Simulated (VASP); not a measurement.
# V2N3 (C2/m) in VASP: notebook, part 2 of 2

VASP 6.6.1.

## 3. Single point, PBEsol (strain -0.0050 x Voigt [0, 1, 0, 0, 0, 0])

Input file INCAR:

```
PREC = Accurate
ENCUT = 520
EDIFF = 1E-6
ISMEAR = 0
SIGMA = 0.15
LREAL = F
LASPH = T
NELM = 100
ALGO = Normal
ISIF = 2
LWAVE = F
LCHARG = F
GGA = PS
NBANDS = 28
```

Input file KPOINTS:

```
regular mesh
0
Gamma
  18 18 8
```

Input file POSCAR:

```
V2N3
1.0
    2.7797869938      0.0000000000      0.0000000000
   -1.3898934969      2.3953293230      0.0000000000
    0.0000000000      0.0000000000      6.1963538749
V N
2 3
Direct
    0.6666666667      0.3333333333      0.3021155180
    0.3333333333      0.6666666667      0.6978844820
    0.0000000000      0.0000000000      0.5000000000
    0.0000000000      0.0000000000      0.1074399115
    0.0000000000      0.0000000000      0.8925600885
```

Potentials or basis: VASP PAW PBE potentials, release 64 (V_sv, N).

Launch:

```sh
$ cat potpaw_PBE.64/V_sv/POTCAR potpaw_PBE.64/N/POTCAR > POTCAR
$ mpirun -np 1 vasp_std > vasp.out
```

OUTCAR:

```text
PREC = Accurate
   ENCUT = 520
   EDIFF = 1E-6
   ISMEAR = 0
   LREAL = F
   LASPH = T
   NELM = 100
   ISIF = 2
   GGA = PS

 ion  position               nearest neighbor table
   1  0.667  0.333  0.302-   4 2.00   4 2.01   4 2.01   3 2.01   3 2.02   3 2.02
   2  0.333  0.667  0.698-   5 2.00   5 2.01   5 2.01   3 2.01   3 2.02   3 2.02
   3  0.000  0.000  0.500-   2 2.01   1 2.01   2 2.02   1 2.02   1 2.02   2 2.02
   4  0.000  0.000  0.107-   5 1.33   1 2.00   1 2.01   1 2.01
   5  0.000  0.000  0.893-   4 1.33   2 2.00   2 2.01   2 2.01

  Warning from LATTYP: Monoclinic adjustment (A1->A3, A2->A1, A3->A2)!
  LATTYP: Found a base centered orthorhombic cell.
 ALAT       =     2.7797869938
 B/A-ratio  =     1.7233905536
 C/A-ratio  =     2.2290750654

  Lattice vectors:

 A1 = (   1.3898934969,  -2.3953293230,   0.0000000000)
 A2 = (   1.3898934969,   2.3953293230,   0.0000000000)
 A3 = (   0.0000000000,   0.0000000000,   6.1963538749)

Analysis of symmetry for initial positions (statically):
=====================================================================
 Subroutine PRICEL returns:
 Original cell was already a primitive cell.

 Routine SETGRP: Setting up the symmetry group for a
 base centered orthorhombic supercell.

 Subroutine GETGRP returns: Found  4 space group operations
 (whereof  4 operations were pure point group operations)
 out of a pool of  8 trial point group operations.

The static configuration has the point symmetry C_2h.

Analysis of symmetry for dynamics (positions and initial velocities):
=====================================================================
 Subroutine PRICEL returns:
 Original cell was already a primitive cell.

 Routine SETGRP: Setting up the symmetry group for a
 base centered orthorhombic supercell.

[... 126 lines left out ...]
   EFERMI_NEDOS =   21; number of points for ismear=-14 and -15
   IALGO  =     38    algorithm
   IMIX   =      4    mixing-type and parameters
     AMIX     =   0.40;   BMIX     =  1.00
     AMIX_MAG =   1.60;   BMIX_MAG =  1.00
  volume/ion in A,a.u.               =       8.25        55.69
  Fermi-wavevector in a.u.,A,eV,Ry     =   1.633673  3.087194 36.312418  2.668887
  Thomas-Fermi vector in A             =   2.725439
   LORBIT       =      0    0 simple, 1 ext, 2 COOP (PROOUT), +10 PAW based schemes
   GGA     = PS    functional components
   LHFCALC =     F    Hartree Fock is set to
   AEXX    =    0.0000 exact exchange contribution
   IVDW    =     0    specifies the selected vdW correction
   LEPSILON=     F    determine dielectric tensor
   LRPA    =     F    only Hartree local field effects (RPA)
 non-spin polarized calculation
 Gauss-broadening in eV      SIGMA  =   0.15
  energy-cutoff  :      520.00
  volume of cell :       41.26
 maximum number of plane-waves:      1134
 NGX is ok and might be reduce to    24
   NGX = 11   NGY = 11   NGZ = 23

 number of electron      41.0000005 magnetization

 Free energy of the ion-electron system (eV)
  ---------------------------------------------------
  ext. energy  EPLUGINS =         0.00000000
  ---------------------------------------------------
  free energy    TOTEN  =       -49.89921912 eV

  energy without entropy =      -49.87399768  energy(sigma->0) =      -49.88660840

 E-fermi :  10.3745     XC(G=0): -13.6325

 val. band max:       10.3744508299   @ k =   0.1111   0.3333   0.1250
 cond. band min:      10.3786682294   @ k =  -0.1111   0.0000   0.1250
 fundamental gap:      0.0042173995
 Fermi energy:        10.3744533877

 k-point     1 :       0.0000    0.0000    0.0000
  band No.  band energies     occupation
      1     -54.0544      2.00000
      2     -54.0158      2.00000
      3     -28.1496      2.00000
      4     -27.8500      2.00000
      5     -27.7950      2.00000
      6     -27.7871      2.00000
[... 733 lines left out ...]
     27      14.2244      0.00000
     28      14.6882      0.00000

 [... further k-points ...]

------------------------ aborting loop because EDIFF is reached ----------------------------------------

  FORCE on cell =-STRESS in cart. coord.  units (eV):
  Direction    XX          YY          ZZ          XY          YZ          ZX
  --------------------------------------------------------------------------------------
  -------------------------------------------------------------------------------------
  Total        0.3768527      0.8906270      0.4819874      0.0000000     -0.0041456      0.0000000
  in kB       14.6342106     34.5854553     18.7168727      0.0000000     -0.1609859      0.0000000
  external PRESSURE =      22.6455129 kB  Pullay stress =       0.0000000 kB

 VOLUME and BASIS-vectors are now :
 -----------------------------------------------------------------------------
  energy-cutoff  :      520.00
  volume of cell :       41.26
      direct lattice vectors                 reciprocal lattice vectors
     2.779786994  0.000000000  0.000000000     0.359739794  0.208739565  0.000000000
    -1.389893497  2.395329323  0.000000000     0.000000000  0.417479129  0.000000000
     0.000000000  0.000000000  6.196353875     0.000000000  0.000000000  0.161385231

 POSITION                                       TOTAL-FORCE (eV/Angst)
 -----------------------------------------------------------------------------------
      1.38989      0.79844      1.87201         0.000000     -0.026033     -0.038697
     -0.00000      1.59689      4.32434         0.000000      0.026033      0.038697
      0.00000      0.00000      3.09818         0.000000      0.000000      0.000000
      0.00000      0.00000      0.66574        -0.000000      0.010105      0.051360
      0.00000      0.00000      5.53062         0.000000     -0.010105     -0.051360
 -----------------------------------------------------------------------------------
    total drift:                               -0.000000      0.000000      0.000000

  FREE ENERGIE OF THE ION-ELECTRON SYSTEM (eV)
  ---------------------------------------------------
  free  energy   TOTEN  =       -49.8992191176 eV

  energy  without entropy=      -49.8739976813  energy(sigma->0) =      -49.88660840
```

OSZICAR:

```text
N       E                     dE             d eps       ncg     rms          rms(c)
DAV:   1     0.509232157986E+03    0.50923E+03   -0.23578E+04 38984   0.164E+03
DAV:   2    -0.170089867003E+02   -0.52624E+03   -0.50702E+03 40184   0.521E+02
DAV:   3    -0.597846435146E+02   -0.42776E+02   -0.41836E+02 45916   0.144E+02
DAV:   4    -0.606908387998E+02   -0.90620E+00   -0.90344E+00 46060   0.214E+01
DAV:   5    -0.607027474761E+02   -0.11909E-01   -0.11902E-01 48792   0.243E+00    0.488E+01
DAV:   6    -0.544561853412E+02    0.62466E+01   -0.11387E+02 51468   0.801E+01    0.191E+01
DAV:   7    -0.512946106294E+02    0.31616E+01   -0.58291E+01 51880   0.616E+01    0.201E+01
DAV:   8    -0.499857713672E+02    0.13088E+01   -0.50499E+00 47416   0.184E+01    0.534E+00
DAV:   9    -0.499053538182E+02    0.80418E-01   -0.80622E-01 51076   0.698E+00    0.947E-01
DAV:  10    -0.498991764082E+02    0.61774E-02   -0.71587E-02 47020   0.252E+00    0.537E-01
DAV:  11    -0.498993813818E+02   -0.20497E-03   -0.42183E-03 45896   0.540E-01    0.301E-01
DAV:  12    -0.498992314201E+02    0.14996E-03   -0.10371E-03 48336   0.301E-01    0.704E-02
DAV:  13    -0.498992210056E+02    0.10414E-04   -0.12716E-04 49376   0.994E-02    0.137E-02
DAV:  14    -0.498992192509E+02    0.17547E-05   -0.12813E-05 39600   0.283E-02    0.380E-03
DAV:  15    -0.498992191176E+02    0.13337E-06   -0.34729E-06 40432   0.134E-02
   1 F= -.49899219E+02 E0= -.49886608E+02  d E =-.252214E-01
```

It took 5.1 min on 1 thread of Intel Xeon 6975P-C (Granite Rapids), shared host; peak memory 0.69 GiB.

What came out:

- Free energy: -49.8992 eV
- Pressure: 2.3 GPa
- Largest force: 0.052 eV/Å
- Band gap on the k mesh: zero (an odd number of electrons rules out a gap without spin polarisation)

Forces on the atoms (eV/Å):
```
V    0.000 -0.026 -0.039
V    0.000  0.026  0.039
N    0.000  0.000  0.000
N    0.000  0.010  0.051
N    0.000 -0.010 -0.051
```

Caveat: the cell differs from its parent crystal (strain -0.0050 x Voigt [0, 1, 0, 0, 0, 0]); the PAW data sets were made with another functional, which shifts forces and pressure a little; the run has no spin polarisation, though such a crystal can be magnetic.

## 4. Single point, PBEsol (strain -0.0200 x Voigt [0, 1, 0, 0, 0, 0])

Input file INCAR:

```
SYSTEM = V2N3
  PREC = Accurate
  ENCUT = 520
  EDIFF = 1E-7
  ISMEAR = 0
  SIGMA = 0.15
  LREAL = .FALSE.
  LASPH = .TRUE.
  NELM = 60
  ALGO = Normal
  ISIF = 2
  LWAVE = .FALSE.
  LCHARG = .TRUE.
  GGA = PS
  LELF = .TRUE.
  LVHAR = .TRUE.
  NBANDS = 28
```

Input file KPOINTS:

```
Automatic mesh
0
G
  18 18 8
  0 0 0
```

Edit POSCAR of step 3 so:

```diff
@@ -3,3 +3,3 @@
     2.7797869938      0.0000000000      0.0000000000
-   -1.3898934969      2.3953293230      0.0000000000
+   -1.3898934969      2.3592188306      0.0000000000
     0.0000000000      0.0000000000      6.1963538749
```

Potentials or basis: VASP PAW PBE potentials, release 64 (V_sv, N).

Launch:

```sh
$ cat potpaw_PBE.64/V_sv/POTCAR potpaw_PBE.64/N/POTCAR > POTCAR
$ mpirun -np 1 vasp_std > vasp.out
```

OUTCAR:

```text
SYSTEM = V2N3
   PREC = Accurate
   ENCUT = 520
   EDIFF = 1E-7
   ISMEAR = 0
   LREAL = .FALSE.
   LASPH = .TRUE.
   NELM = 60
   ISIF = 2
   GGA = PS

 ion  position               nearest neighbor table
   1  0.667  0.333  0.302-   4 1.98   3 1.99   4 2.00   4 2.00   3 2.01   3 2.01   2 2.91
   2  0.333  0.667  0.698-   5 1.98   3 1.99   5 2.00   5 2.00   3 2.01   3 2.01   1 2.91
   3  0.000  0.000  0.500-   2 1.99   1 1.99   2 2.01   1 2.01   1 2.01   2 2.01
   4  0.000  0.000  0.107-   5 1.33   1 1.98   1 2.00   1 2.00
   5  0.000  0.000  0.893-   4 1.33   2 1.98   2 2.00   2 2.00

  Warning from LATTYP: Monoclinic adjustment (A1->A3, A2->A1, A3->A2)!
  LATTYP: Found a base centered orthorhombic cell.
 ALAT       =     2.7797869938
 B/A-ratio  =     1.6974097914
 C/A-ratio  =     2.2290750654

  Lattice vectors:

 A1 = (   1.3898934969,  -2.3592188306,   0.0000000000)
 A2 = (   1.3898934969,   2.3592188306,   0.0000000000)
 A3 = (   0.0000000000,   0.0000000000,   6.1963538749)

Analysis of symmetry for initial positions (statically):
[... 182 lines left out ...]
 val. band max:       10.5623791959   @ k =  -0.3889  -0.0000   0.1250
 cond. band min:      10.5652720513   @ k =  -0.0556  -0.0556   0.2500
 fundamental gap:      0.0028928554
 Fermi energy:        10.5626273675

 k-point     1 :       0.0000    0.0000    0.0000
  band No.  band energies     occupation
      1     -53.8327      2.00000
      2     -53.7926      2.00000
      3     -27.9439      2.00000
      4     -27.6314      2.00000
      5     -27.5671      2.00000
      6     -27.5493      2.00000
[... 733 lines left out ...]
     27      14.5098      0.00000
     28      14.9538      0.00000

 [... further k-points ...]

------------------------ aborting loop because EDIFF is reached ----------------------------------------

  FORCE on cell =-STRESS in cart. coord.  units (eV):
  Direction    XX          YY          ZZ          XY          YZ          ZX
  --------------------------------------------------------------------------------------
  -------------------------------------------------------------------------------------
  Total        1.0871790      3.1946819      1.1283799      0.0000000     -0.0135163      0.0000000
  in kB       42.8642942    125.9569819     44.4887248      0.0000000     -0.5329080      0.0000000
  external PRESSURE =      71.1033336 kB  Pullay stress =       0.0000000 kB

 VOLUME and BASIS-vectors are now :
 -----------------------------------------------------------------------------
  energy-cutoff  :      520.00
  volume of cell :       40.64
      direct lattice vectors                 reciprocal lattice vectors
     2.779786994  0.000000000  0.000000000     0.359739794  0.211934558  0.000000000
    -1.389893497  2.359218831  0.000000000     0.000000000  0.423869116  0.000000000
     0.000000000  0.000000000  6.196353875     0.000000000  0.000000000  0.161385231

 POSITION                                       TOTAL-FORCE (eV/Angst)
 -----------------------------------------------------------------------------------
      1.38989      0.78641      1.87201        -0.000000     -0.120655     -0.073854
     -0.00000      1.57281      4.32434         0.000000      0.120655      0.073854
      0.00000      0.00000      3.09818         0.000000      0.000000      0.000000
      0.00000      0.00000      0.66574        -0.000000      0.045852     -0.043868
      0.00000      0.00000      5.53062         0.000000     -0.045852      0.043868
 -----------------------------------------------------------------------------------
    total drift:                               -0.000000      0.000000      0.000000

  FREE ENERGIE OF THE ION-ELECTRON SYSTEM (eV)
  ---------------------------------------------------
  free  energy   TOTEN  =       -49.8672512387 eV

  energy  without entropy=      -49.8424138071  energy(sigma->0) =      -49.85483252
```

OSZICAR:

```text
N       E                     dE             d eps       ncg     rms          rms(c)
DAV:   1     0.511086248908E+03    0.51109E+03   -0.23611E+04 39032   0.165E+03
DAV:   2    -0.168894655731E+02   -0.52798E+03   -0.50858E+03 40144   0.523E+02
DAV:   3    -0.596434611884E+02   -0.42754E+02   -0.41801E+02 45932   0.145E+02
DAV:   4    -0.605566271456E+02   -0.91317E+00   -0.91093E+00 46196   0.215E+01
DAV:   5    -0.605685921248E+02   -0.11965E-01   -0.11958E-01 48380   0.243E+00    0.502E+01
DAV:   6    -0.542540222910E+02    0.63146E+01   -0.11064E+02 51344   0.800E+01    0.186E+01
DAV:   7    -0.512934478824E+02    0.29606E+01   -0.57280E+01 51668   0.615E+01    0.208E+01
DAV:   8    -0.499542743444E+02    0.13392E+01   -0.50375E+00 47400   0.186E+01    0.551E+00
DAV:   9    -0.498728322375E+02    0.81442E-01   -0.80683E-01 50576   0.706E+00    0.925E-01
DAV:  10    -0.498672254353E+02    0.56068E-02   -0.69121E-02 46760   0.249E+00    0.546E-01
DAV:  11    -0.498673857629E+02   -0.16033E-03   -0.40159E-03 45344   0.523E-01    0.304E-01
DAV:  12    -0.498672608094E+02    0.12495E-03   -0.84110E-04 47624   0.272E-01    0.666E-02
DAV:  13    -0.498672539382E+02    0.68712E-05   -0.12328E-04 49852   0.974E-02    0.162E-02
DAV:  14    -0.498672512663E+02    0.26719E-05   -0.15847E-05 47512   0.333E-02    0.296E-03
DAV:  15    -0.498672512722E+02   -0.58926E-08   -0.22633E-06 43512   0.103E-02    0.311E-03
DAV:  16    -0.498672512614E+02    0.10832E-07   -0.11170E-06 42728   0.931E-03    0.235E-03
DAV:  17    -0.498672512387E+02    0.22656E-07   -0.14778E-07 27540   0.386E-03
   1 F= -.49867251E+02 E0= -.49854833E+02  d E =-.248374E-01
```

stdout:

```text
POSCAR found type information on POSCAR V N
 POSCAR found :  2 types and       5 ions
 scaLAPACK will be used
 -----------------------------------------------------------------------------
|                                                                             |
|                                                                             |
|     You enforced a specific xc type in the INCAR file but a different       |
|     I HOPE YOU KNOW WHAT YOU ARE DOING!                                     |
|                                                                             |
 -----------------------------------------------------------------------------

 LDA part: xc-table for (Slater+PW92), standard interpolation
 POSCAR, INCAR and KPOINTS ok, starting setup
 FFT: planning ... GRIDC
 FFT: planning ... GRID_SOFT
 FFT: planning ... GRID
 WAVECAR not read
 entering main loop
```

It took 5.9 min on 1 thread of Intel Xeon 6975P-C (Granite Rapids), shared host; peak memory 0.67 GiB.

What came out:

| Item | Value |
| --- | --- |
| Free energy | -49.8673 eV |
| Pressure | 7.1 GPa |
| Largest force | 0.141 eV/Å |
| Band gap on the k mesh | zero (an odd number of electrons rules out a gap without spin polarisation) |

Forces on the atoms (eV/Å):
```
V    0.000 -0.121 -0.074
V    0.000  0.121  0.074
N    0.000  0.000  0.000
N    0.000  0.046 -0.044
N    0.000 -0.046  0.044
```

Stress tensor (GPa, compression positive):
```
 4.29  0.00  0.00
 0.00 12.60 -0.05
 0.00 -0.05  4.45
```

Levels at points of the mesh, in eV from the Fermi level:
```tsv
k point	band 17	band 18	band 19	band 20	band 21	band 22	band 23	band 24	band 25	band 26
(0.00, 0.00, 0.00)	-3.55	-2.15	-1.94	-0.65	0.41	0.50	1.11	2.12	2.25	3.76
(0.50, 0.00, 0.00)	-3.74	-3.48	-1.34	-1.28	0.19	1.96	2.18	2.64	2.65	3.62
(0.00, 0.50, 0.00)	-3.91	-3.43	-1.45	-1.32	0.31	2.03	2.22	2.64	2.68	3.63
(0.00, 0.00, 0.50)	-3.50	-1.59	-1.21	-1.12	0.16	0.32	1.14	1.36	1.49	3.68
(0.50, 0.00, 0.50)	-4.70	-2.41	-1.91	-0.52	0.28	1.87	2.46	2.60	2.71	2.92
(0.00, 0.50, 0.50)	-4.91	-2.34	-1.87	-0.62	0.36	1.92	2.45	2.58	2.67	2.90
```

Caveat: the cell differs from its parent crystal (strain -0.0200 x Voigt [0, 1, 0, 0, 0, 0]); the cell stands under pressure; the PAW data sets were made with another functional, which shifts forces and pressure a little; the run has no spin polarisation, though such a crystal can be magnetic.

## 5. Single point, PBEsol (strain -0.0150 x Voigt [0, 1, 0, 0, 0, 0])

Input file INCAR:

```
SYSTEM = V2N3
PREC = Accurate
ENCUT = 520
EDIFF = 1E-6
ISMEAR = 0
SIGMA = 0.15
LREAL = .False.
LASPH = .True.
NELM = 60
ALGO = Normal
ISIF = 2
LWAVE = .False.
LCHARG = .False.
GGA = PS
NBANDS = 28
```

Input file KPOINTS:

```
regular mesh
0
Gamma
  18 18 8
  0 0 0
```

Edit POSCAR of step 4 so:

```diff
@@ -3,3 +3,3 @@
     2.7797869938      0.0000000000      0.0000000000
-   -1.3898934969      2.3592188306      0.0000000000
+   -1.3898934969      2.3712556614      0.0000000000
     0.0000000000      0.0000000000      6.1963538749
```

Launch:

```sh
$ cat potpaw_PBE.64/V_sv/POTCAR potpaw_PBE.64/N/POTCAR > POTCAR
$ mpirun -np 1 vasp_std > vasp.out
```

Run time: 5.2 min. Hardware: 1 thread of Intel Xeon 6975P-C (Granite Rapids), shared host; peak memory 0.68 GiB.

The run converged. Its results:

```yaml
Free_energy: -49.8819 eV
Pressure: 5.4 GPa
Largest_force: 0.106 eV/Å
Band_gap_on_the_k_mesh: zero (an odd number of electrons rules out a gap without spin polarisation)
```

Forces in eV/Å, atoms in the order of the input:
```
V    0.000 -0.086 -0.062
V    0.000  0.086  0.062
N    0.000  0.000  0.000
N    0.000  0.033 -0.010
N    0.000 -0.033  0.010
```

Stress tensor (GPa, compression positive):
```
 3.29  0.00  0.00
 0.00  9.44 -0.04
 0.00 -0.04  3.52
```

Levels at points of the mesh, in eV from the Fermi level:
| k point | band 17 | band 18 | band 19 | band 20 | band 21 | band 22 | band 23 | band 24 | band 25 | band 26 |
| --- | --- | --- | --- | --- | --- | --- | --- | --- | --- | --- |
| (0.00, 0.00, 0.00) | -3.57 | -2.12 | -1.97 | -0.64 | 0.41 | 0.48 | 1.11 | 2.12 | 2.21 | 3.75 |
| (0.50, 0.00, 0.00) | -3.77 | -3.46 | -1.34 | -1.29 | 0.21 | 1.94 | 2.16 | 2.60 | 2.61 | 3.58 |
| (0.00, 0.50, 0.00) | -3.90 | -3.42 | -1.43 | -1.31 | 0.30 | 1.99 | 2.18 | 2.61 | 2.63 | 3.59 |
| (0.00, 0.00, 0.50) | -3.48 | -1.57 | -1.20 | -1.14 | 0.17 | 0.29 | 1.13 | 1.35 | 1.45 | 3.67 |
| (0.50, 0.00, 0.50) | -4.71 | -2.39 | -1.89 | -0.54 | 0.29 | 1.85 | 2.42 | 2.58 | 2.68 | 2.87 |
| (0.00, 0.50, 0.50) | -4.87 | -2.34 | -1.86 | -0.62 | 0.35 | 1.89 | 2.42 | 2.55 | 2.65 | 2.87 |

Caveat: the cell differs from its parent crystal (strain -0.0150 x Voigt [0, 1, 0, 0, 0, 0]); the cell stands under pressure; the PAW data sets were made with another functional, which shifts forces and pressure a little; the run has no spin polarisation, though such a crystal can be magnetic.

## 6. Overview

| cell | gap on the mesh (eV) | pressure (GPa) | largest force (eV/Å) |
| --- | --- | --- | --- |
| a = 2.780, b = 2.759, c = 6.196 Å, angles 90.0, 90.0, 120.2°, 5 atoms | none | 3.9 | 0.07 |
| a = 2.780, b = 2.769, c = 6.196 Å, angles 90.0, 90.0, 120.1°, 5 atoms | none | 2.3 | 0.05 |
| a = 2.780, b = 2.738, c = 6.196 Å, angles 90.0, 90.0, 120.5°, 5 atoms | none | 7.1 | 0.14 |
| a = 2.780, b = 2.749, c = 6.196 Å, angles 90.0, 90.0, 120.4°, 5 atoms | none | 5.4 | 0.11 |

Alike in all rows: task single point; level PBEsol; potentials or basis VASP PAW PBE potentials, release 64 (V_sv, N); no spin polarisation; k mesh 18 × 18 × 8; cutoff (eV) 520; smearing gaussian 0.15 eV.

Caveats: the PAW data sets were made with another functional, which shifts forces and pressure a little; the run has no spin polarisation, though such a crystal can be magnetic; the cell stands under pressure (at least some runs).

Total energies depend on the potentials used, so only differences within one code and one set of settings carry meaning.
